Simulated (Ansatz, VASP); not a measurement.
## One calculation of P, two programs

File INCAR:

```
SYSTEM = P
  PREC = Accurate
  ENCUT = 600
  EDIFF = 1E-6
  ISMEAR = 0
  SIGMA = 0.1
  LREAL = .FALSE.
  LASPH = .TRUE.
  NELM = 100
  ALGO = Normal
  ISIF = 3
  LWAVE = .FALSE.
  LCHARG = .FALSE.
  GGA = PE
  IBRION = 2
  NSW = 90
  EDIFFG = -0.04
```

KPOINTS

```
regular mesh
0
G
  6 6 6
  0 0 0
```

Contents of POSCAR:

```
P
1.0
    1.6810550700     -1.9750451500      0.0000000000
    1.6810550700      1.9750451500      0.0000000000
    0.0000000000      0.0000000000      3.4958325500
P
2
Direct
    0.5000000000      0.5000000000      0.2443829100
    0.5000000000      0.5000000000      0.7556170900
```

Input for Ansatz:

```yaml
crystal:
  lattice:
    - [1.68105507, -1.97504515, 0.0]
    - [1.68105507, 1.97504515, 0.0]
    - [0.0, 0.0, 3.49583255]
  atoms:
    - { symbol: P, position: [0.5, 0.5, 0.24438291] }
    - { symbol: P, position: [0.5, 0.5, 0.75561709] }
basis:
  ecutwfc: 420
kpoints:
  mp_grid: { grid: [6, 6, 6] }
hamiltonian:
  xc: pbe
scf:
  occupations: { method: gaussian, width: 0.1 }
  lower_state_search: "off"
output:
  forces: true
  stress: true
  eigenvalues: true
relax:
  adjacent_minimum: "off"
  f_tol: 0.04
  max_steps: 70
  cell: { stress_tol: 0.4 }
```

Alike in both runs: task relaxation of cell and atoms; functional PBE; k mesh 6 × 6 × 6; occupations gaussian, width 0.1 eV; no spin polarisation.

```csv
,VASP,Ansatz
version,VASP 6.6.1,Ansatz 0.2.0
potentials or method,"VASP PAW PBE potentials, release 64 (P), cutoff 600 eV","scalar-relativistic, plane waves, PAW"
valence electrons in the cell,10,10
```

```csv
,VASP,Ansatz,Ansatz less VASP
"gap on the k mesh at the Fermi level, each at its own relaxed structure (eV)",none,none,-
relaxed volume (Å³/atom),14.64,14.65,+0.014
relaxed length of the cell vector where the two differ most in proportion (Å),4.935,4.945,+0.0093
```

A gap of «none» marks a metal or a gap that the smearing closes.

The k mesh is coarse, so the values compare programs but aren't converged. Noted on VASP's run: the volume moved by over 15 % at a fixed basis, so the end points are rough.
